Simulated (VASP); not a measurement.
# NbBi2Cl6 (Fm-3m) in VASP: single point with r2SCAN

Aim: the single point of NbBi2Cl6 with r2SCAN.

Program: VASP 6.6.1. These are calculated values, not measurements. Logs are shortened: lines on timing, memory, paths and dates and some standing lists are left out, and cuts for length are marked.

## (1) The cell of the first run

It takes space group Fm-3m (No. 225, cubic). The conventional cell has a = 9.755 Å, b = 9.755 Å, c = 9.755 Å, α = 90.00°, β = 90.00°, γ = 90.00°. Within 3.2 Å of Nb (site symmetry m-3m) lie 6 Cl at 2.40 Å. Cl (site symmetry 4mm) has 1 Nb at 2.40 Å within 3.2 Å. Within 4.5 Å of Bi (site symmetry -43m) lie 12 Cl at 3.45 Å and 4 Nb at 4.22 Å.

## (2) Single point, r2SCAN

File POSCAR:

```
NbBi2Cl6
1.0
    0.0000000000      4.8774350000      4.8774350000
    4.8774350000      0.0000000000      4.8774350000
    4.8774350000      4.8774350000      0.0000000000
Nb Cl Bi
1 6 2
Direct
    0.0000000000      0.0000000000      0.0000000000
    0.7542589842      0.2457410158      0.7542589842
    0.7542589842      0.2457410158      0.2457410158
    0.2457410158      0.7542589842      0.2457410158
    0.2457410158      0.7542589842      0.7542589842
    0.7542589842      0.7542589842      0.2457410158
    0.2457410158      0.2457410158      0.7542589842
    0.7500000000      0.7500000000      0.7500000000
    0.2500000000      0.2500000000      0.2500000000
```

File INCAR.step1:

```
SYSTEM = NbBi2Cl6
PREC = Accurate
ENCUT = 520
ISMEAR = -1
SIGMA = 0.1374
LREAL = .False.
LASPH = .True.
NELM = 60
NBANDS = 52
GGA = PE
ALGO = Normal
EDIFF = 1E-4
LWAVE = .True.
LCHARG = .False.
```

File INCAR.step2:

```
SYSTEM = NbBi2Cl6
PREC = Accurate
ENCUT = 520
EDIFF = 1E-6
ISMEAR = -1
SIGMA = 0.1374
LREAL = .False.
LASPH = .True.
NELM = 60
ALGO = Normal
ISIF = 2
LWAVE = .False.
LCHARG = .False.
METAGGA = R2SCAN
LMIXTAU = .True.
NBANDS = 52
ISTART = 1
```

File KPOINTS:

```
regular mesh
0
Gamma
  6 6 6
  0 0 0
```

Potentials or basis: VASP PAW PBE potentials, release 64 (Nb_sv, Cl, Bi_d).

Run with:

```sh
$ cat potpaw_PBE.64/Nb_sv/POTCAR potpaw_PBE.64/Cl/POTCAR potpaw_PBE.64/Bi_d/POTCAR > POTCAR
$ cp INCAR.step1 INCAR
$ mpirun -np 1 vasp_std > vasp.out
$ cp INCAR.step2 INCAR
$ mpirun -np 1 vasp_std > vasp.out
```

OUTCAR:

```text
SYSTEM = NbBi2Cl6
   PREC = Accurate
   ENCUT = 520
   EDIFF = 1E-6
   ISMEAR = -1
   LREAL = .False.
   LASPH = .True.
   NELM = 60
   ISIF = 2
   METAGGA = R2SCAN
   ISTART = 1

 ion  position               nearest neighbor table
   1  0.000  0.000  0.000-   2 2.40   3 2.40   4 2.40   5 2.40   6 2.40   7 2.40
   2  0.754  0.246  0.754-   1 2.40
   3  0.754  0.246  0.246-   1 2.40
   4  0.246  0.754  0.246-   1 2.40
   5  0.246  0.754  0.754-   1 2.40
   6  0.754  0.754  0.246-   1 2.40
   7  0.246  0.246  0.754-   1 2.40
   8  0.750  0.750  0.750-
   9  0.250  0.250  0.250-

  LATTYP: Found a face centered cubic cell.
 ALAT       =     9.7548700000

  Lattice vectors:

 A1 = (   0.0000000000,   4.8774350000,   4.8774350000)
 A2 = (   4.8774350000,   0.0000000000,   4.8774350000)
 A3 = (   4.8774350000,   4.8774350000,   0.0000000000)

Analysis of symmetry for initial positions (statically):
=====================================================================
 Subroutine PRICEL returns:
 Original cell was already a primitive cell.

 Routine SETGRP: Setting up the symmetry group for a
 face centered cubic supercell.

 Subroutine GETGRP returns: Found 48 space group operations
 (whereof 48 operations were pure point group operations)
 out of a pool of 48 trial point group operations.

The static configuration has the point symmetry O_h .

Analysis of symmetry for dynamics (positions and initial velocities):
=====================================================================
 Subroutine PRICEL returns:
 Original cell was already a primitive cell.

 Routine SETGRP: Setting up the symmetry group for a
 face centered cubic supercell.

 Subroutine GETGRP returns: Found 48 space group operations
 (whereof 48 operations were pure point group operations)
 out of a pool of 48 trial point group operations.

The dynamic configuration has the point symmetry O_h .

 Subroutine INISYM returns: Found 48 space group operations
 (whereof 48 operations are pure point group operations),
 and found     1 'primitive' translations

----------------------------------------------------------------------------------------

                                     Primitive cell

  volume of cell :     232.0622

  direct lattice vectors                    reciprocal lattice vectors
     0.000000000  4.877435000  4.877435000    -0.102512899  0.102512899  0.102512899
     4.877435000  0.000000000  4.877435000     0.102512899 -0.102512899  0.102512899
     4.877435000  4.877435000  0.000000000     0.102512899  0.102512899 -0.102512899

  length of vectors
     6.897734727  6.897734727  6.897734727     0.177557549  0.177557549  0.177557549

  position of ions in fractional coordinates (direct lattice)
     0.000000000  0.000000000  0.000000000
     0.754258984  0.245741016  0.754258984
     0.754258984  0.245741016  0.245741016
     0.245741016  0.754258984  0.245741016
     0.245741016  0.754258984  0.754258984
     0.754258984  0.754258984  0.245741016
     0.245741016  0.245741016  0.754258984
     0.750000000  0.750000000  0.750000000
     0.250000000  0.250000000  0.250000000

  ion indices of the primitive-cell ions
   primitive index   ion index
                 1           1
                 2           2
                 3           3
                 4           4
                 5           5
                 6           6
                 7           7
                 8           8
                 9           9

----------------------------------------------------------------------------------------

 KPOINTS: regular mesh

Automatic generation of k-mesh.
 Grid dimensions read from file:
 generate k-points for:    6    6    6

 Generating k-lattice:

  Cartesian coordinates                     Fractional coordinates (reciprocal lattice)
    -0.017085483  0.017085483  0.017085483     0.166666667  0.000000000  0.000000000
     0.017085483 -0.017085483  0.017085483     0.000000000  0.166666667  0.000000000
     0.017085483  0.017085483 -0.017085483     0.000000000  0.000000000  0.166666667

  Length of vectors
     0.029592925  0.029592925  0.029592925

  Shift w.r.t. Gamma in fractional coordinates (k-lattice)
     0.000000000  0.000000000  0.000000000

 Subroutine IBZKPT returns following result:
 ===========================================

 Found     16 irreducible k-points:

 Following reciprocal coordinates:
            Coordinates               Weight
  0.000000  0.000000  0.000000      1.000000
  0.166667  0.000000  0.000000      8.000000
  0.333333  0.000000  0.000000      8.000000
  0.500000  0.000000  0.000000      4.000000
  0.166667  0.166667  0.000000      6.000000
  0.333333  0.166667  0.000000     24.000000
[... 8 lines left out ...]
 -0.333333  0.333333  0.166667     24.000000
 -0.333333  0.500000  0.166667     12.000000
   k-points           NKPTS =     16   k-points in BZ     NKDIM =     16   number of bands    NBANDS=     52
   number of dos      NEDOS =    301   number of ions     NIONS =      9
   total plane-waves  NPLWV = 157464
   dimension x,y,z NGX =    54 NGY =   54 NGZ =   54
   dimension x,y,z NGXF=   108 NGYF=  108 NGZF=  108
   ions per type =               1   6   2
   NGX,Y,Z   is equivalent  to a cutoff of  13.01, 13.01, 13.01 a.u.
   NGXF,Y,Z  is equivalent  to a cutoff of  26.03, 26.03, 26.03 a.u.
 SYSTEM =  NbBi2Cl6
   PREC   = accura    normal or accurate (medium, high low for compatibility)
   ISTART =      1    job   : 0-new  1-cont  2-samecut
   ICHARG =      0    charge: 1-file 2-atom 10-const
   ISPIN  =      1    spin polarized calculation?
   LNONCOLLINEAR =      F non collinear calculations
   LSORBIT =      F    spin-orbit coupling
   LASPH  =      T    aspherical Exc in radial PAW
   ENCUT  =  520.0 eV  38.22 Ry    6.18 a.u.  12.83 12.83 12.83*2*pi/ulx,y,z
   NELM   =     60;   NELMIN=  2; NELMDL=  0     # of ELM steps
   EDIFF  = 0.1E-05   stopping-criterion for ELM
   LREAL  =      F    real-space projection
   EDIFFG = 0.1E-04   stopping-criterion for IOM
   NSW    =      0    number of steps for IOM
   IBRION =     -1    ionic relax: 0-MD 1-quasi-New 2-CG
   NFREE  =      0    steps in history (QN), initial steepest desc. (CG)
   ISIF   =      2    stress and relaxation
   ISYM   =      2    0-nonsym 1-usesym 2-fastsym
   POTIM  = 0.5000    time-step for ionic-motion
   TEBEG  =    0.0;   TEEND  =   0.0 temperature during run
   PSTRESS=    0.0 pullay stress
   NELECT =      85.0000    total number of electrons
   NUPDOWN=      -1.0000    fix difference up-down
   EMIN   =  10.00;   EMAX   =-10.00  energy-range for DOS
   EFERMI =   0.00;   METHOD = LEGACY
   ISMEAR =    -1;   SIGMA  =   0.14  broadening in eV -4-tet -1-fermi 0-gaus
   EFERMI_NEDOS =   21; number of points for ismear=-14 and -15
   IALGO  =     38    algorithm
   IMIX   =      4    mixing-type and parameters
     AMIX     =   0.40;   BMIX     =  1.00
     AMIX_MAG =   1.60;   BMIX_MAG =  1.00
  volume/ion in A,a.u.               =      25.78       174.00
  Fermi-wavevector in a.u.,A,eV,Ry     =   1.171331  2.213495 18.667416  1.372016
  Thomas-Fermi vector in A             =   2.307776
   LORBIT       =      0    0 simple, 1 ext, 2 COOP (PROOUT), +10 PAW based schemes
   METAGGA = R2SCAN    functional components
   LHFCALC =     F    Hartree Fock is set to
   AEXX    =    0.0000 exact exchange contribution
   IVDW    =     0    specifies the selected vdW correction
   LEPSILON=     F    determine dielectric tensor
   LRPA    =     F    only Hartree local field effects (RPA)
 non-spin polarized calculation
  energy-cutoff  :      520.00
  volume of cell :      232.06
 maximum number of plane-waves:      6269
 NGX is ok and might be reduce to    54
   NGX = 25   NGY = 25   NGZ = 25

 number of electron      84.9999996 magnetization

 Free energy of the ion-electron system (eV)
  ---------------------------------------------------
  ext. energy  EPLUGINS =         0.00000000
  ---------------------------------------------------
  free energy    TOTEN  =      -184.62756322 eV

  energy without entropy =     -184.06618389  energy(sigma->0) =     -184.34687356

 E-fermi :   4.9382     XC(G=0):  -9.8211

 val. band max:        4.9322748262   @ k =   0.3333   0.0000   0.0000
 cond. band min:       4.9389386096   @ k =   0.3333   0.1667   0.0000
 fundamental gap:      0.0066637834
 Fermi energy:         4.9381704778

 k-point     1 :       0.0000    0.0000    0.0000
  band No.  band energies     occupation
      1     -53.4522      2.00000
      2     -28.8307      2.00000
      3     -28.8307      2.00000
      4     -28.8307      2.00000
      5     -19.3890      2.00000
      6     -19.3890      2.00000
[... 44 lines left out ...]
     51       8.6179      0.00000
     52       9.9469      0.00000

 k-point     2 :       0.1667    0.0000    0.0000
  band No.  band energies     occupation
      1     -53.4522      2.00000
      2     -28.8307      2.00000
      3     -28.8307      2.00000
      4     -28.8307      2.00000
      5     -19.3886      2.00000
      6     -19.3886      2.00000
[... 44 lines left out ...]
     51       8.5172      0.00000
     52      10.2967      0.00000

 k-point     3 :       0.3333    0.0000    0.0000
  band No.  band energies     occupation
      1     -53.4522      2.00000
      2     -28.8307      2.00000
      3     -28.8307      2.00000
      4     -28.8307      2.00000
      5     -19.3876      2.00000
      6     -19.3876      2.00000
[... 44 lines left out ...]
     51       8.3521      0.00000
     52      11.0936      0.00000
[... 606 lines left out ...]
 k-point    15 :      -0.3333    0.3333    0.1667
  band No.  band energies     occupation
      1     -53.4522      2.00000
      2     -28.8307      2.00000
      3     -28.8307      2.00000
      4     -28.8307      2.00000
      5     -19.3873      2.00000
      6     -19.3872      2.00000
[... 44 lines left out ...]
     51       8.3502      0.00000
     52      12.0494      0.00000

 k-point    16 :      -0.3333    0.5000    0.1667
  band No.  band energies     occupation
      1     -53.4522      2.00000
      2     -28.8307      2.00000
      3     -28.8307      2.00000
      4     -28.8307      2.00000
      5     -19.3878      2.00000
      6     -19.3877      2.00000
[... 44 lines left out ...]
     51       8.4514      0.00000
     52      12.0958      0.00000

------------------------ aborting loop because EDIFF is reached ----------------------------------------

  FORCE on cell =-STRESS in cart. coord.  units (eV):
  Direction    XX          YY          ZZ          XY          YZ          ZX
  --------------------------------------------------------------------------------------
  -------------------------------------------------------------------------------------
  Total       -0.3245757     -0.3245757     -0.3245757      0.0000000      0.0000000      0.0000000
  in kB       -2.2408978     -2.2408978     -2.2408978      0.0000000      0.0000000      0.0000000
  external PRESSURE =      -2.2408978 kB  Pullay stress =       0.0000000 kB

 VOLUME and BASIS-vectors are now :
 -----------------------------------------------------------------------------
  energy-cutoff  :      520.00
  volume of cell :      232.06
      direct lattice vectors                 reciprocal lattice vectors
     0.000000000  4.877435000  4.877435000    -0.102512899  0.102512899  0.102512899
     4.877435000  0.000000000  4.877435000     0.102512899 -0.102512899  0.102512899
     4.877435000  4.877435000  0.000000000     0.102512899  0.102512899 -0.102512899

 POSITION                                       TOTAL-FORCE (eV/Angst)
 -----------------------------------------------------------------------------------
      0.00000      0.00000      0.00000        -0.000000      0.000000     -0.000000
      4.87744      7.35770      4.87744        -0.000000      0.022514     -0.000000
      2.39717      4.87744      4.87744        -0.022514      0.000000     -0.000000
      4.87744      2.39717      4.87744        -0.000000     -0.022514     -0.000000
      7.35770      4.87744      4.87744         0.022514      0.000000     -0.000000
      4.87744      4.87744      7.35770        -0.000000      0.000000      0.022514
      4.87744      4.87744      2.39717        -0.000000      0.000000     -0.022514
      7.31615      7.31615      7.31615        -0.000000     -0.000000     -0.000000
      2.43872      2.43872      2.43872         0.000000      0.000000      0.000000
 -----------------------------------------------------------------------------------
    total drift:                                0.000000      0.000000      0.000000

  FREE ENERGIE OF THE ION-ELECTRON SYSTEM (eV)
  ---------------------------------------------------
  free  energy   TOTEN  =      -184.6275632180 eV

  energy  without entropy=     -184.0661838921  energy(sigma->0) =     -184.34687356
```

Run time: 33 min. Hardware: 1 thread of AMD EPYC 7R43 (Zen 3), shared host; peak memory 0.44 GiB.

Results:

- Free energy: -184.6276 eV
- Pressure: -0.2 GPa
- Largest force: 0.023 eV/Å
- Band gap on the k mesh: zero (an odd number of electrons rules out a gap without spin polarisation)

Forces in eV/Å, atoms in the order of the input:
```
Nb   0.000  0.000  0.000
Cl   0.000  0.023  0.000
Cl  -0.023  0.000  0.000
Cl   0.000 -0.023  0.000
Cl   0.023  0.000  0.000
Cl   0.000  0.000  0.023
Cl   0.000  0.000 -0.023
Bi   0.000  0.000  0.000
Bi   0.000  0.000  0.000
```

Caveat: the PAW data sets were made with another functional, which shifts forces and pressure a little; spin-orbit coupling is left out, which moves the levels of the heavy elements; an odd number of electrons without spin polarisation forces a metal; a magnetic or distorted state may lie lower.
